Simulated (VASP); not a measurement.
Set up this calculation in VASP 6.6.1, as the native input.

| Item | Value |
| --- | --- |
| Task | relaxation of cell and atoms |
| Functional | PBE |
| Potentials or basis | VASP PAW PBE potentials, release 64 (Hf_pv, Si) |
| Cutoff | 600 eV |
| k mesh | 4 × 4 × 4 |
| Occupations | gaussian, width 0.1 eV |
| Spin | no spin polarisation |
| Dipole correction | no |
| Further INCAR settings | ALGO = Normal; EDIFF = 1e-06; IBRION = 2; EDIFFG = -0.04; NSW = 90; ISIF = 3 |

The structure of HfSi4 lies in POSCAR:

```
HfSi4
1.0
    0.0000000000      4.7508771300      4.7508771300
    4.7508771300      0.0000000000      4.7508771300
    4.7508771300      4.7508771300      0.0000000000
Hf Si
2 8
Direct
    0.0000000000      0.0000000000      0.0000000000
    0.2500000000      0.2500000000      0.2500000000
    0.3761259900      0.3761259900      0.3761259900
    0.3761259900      0.3761259900      0.8716220300
    0.3761259900      0.8716220300      0.3761259900
    0.8738740100      0.8738740100      0.3783779700
    0.8738740100      0.8738740100      0.8738740100
    0.8716220300      0.3761259900      0.3761259900
    0.8738740100      0.3783779700      0.8738740100
    0.3783779700      0.8738740100      0.8738740100
```

The cell was generated, and may not be a known phase.

These files were run (other wordings do the same):

INCAR

```
  ALGO = Normal
  EDIFF = 1E-6
  EDIFFG = -0.04
  ENCUT = 600
  GGA = PE
  IBRION = 2
  ISIF = 3
  ISMEAR = 0
  LASPH = True
  LCHARG = False
  LREAL = False
  LWAVE = False
  NELM = 80
  NSW = 90
  PREC = Accurate
  SIGMA = 0.1
```

KPOINTS

```
k-points
0
Gamma
  4 4 4
```

Potentials or basis: VASP PAW PBE potentials, release 64 (Hf_pv, Si).

The run is started by

```console
$ cat potpaw_PBE.64/Hf_pv/POTCAR potpaw_PBE.64/Si/POTCAR > POTCAR
$ mpirun -np 1 vasp_std > vasp.out
```

It gave:

The relaxed volume is 20.76 Å³/atom and the relaxed cell is a = 6.647 Å, b = 6.647 Å, c = 6.647 Å, α = 60.00°, β = 60.00°, γ = 60.00°. The space group after relaxing (to 0.1 Å) is Fd-3m (No. 227), the pressure after relaxing is 0.1 GPa and the largest force after relaxing is 0.037 eV/Å. The band gap on the k mesh is zero (bands 26 and 27 overlap by 0.07 eV).

Caveat: spin-orbit coupling is left out, which moves the levels of the heavy elements.

Run time: 34 min on 1 thread of AMD EPYC 7571, with other jobs on the host, peak memory 0.42 GiB.
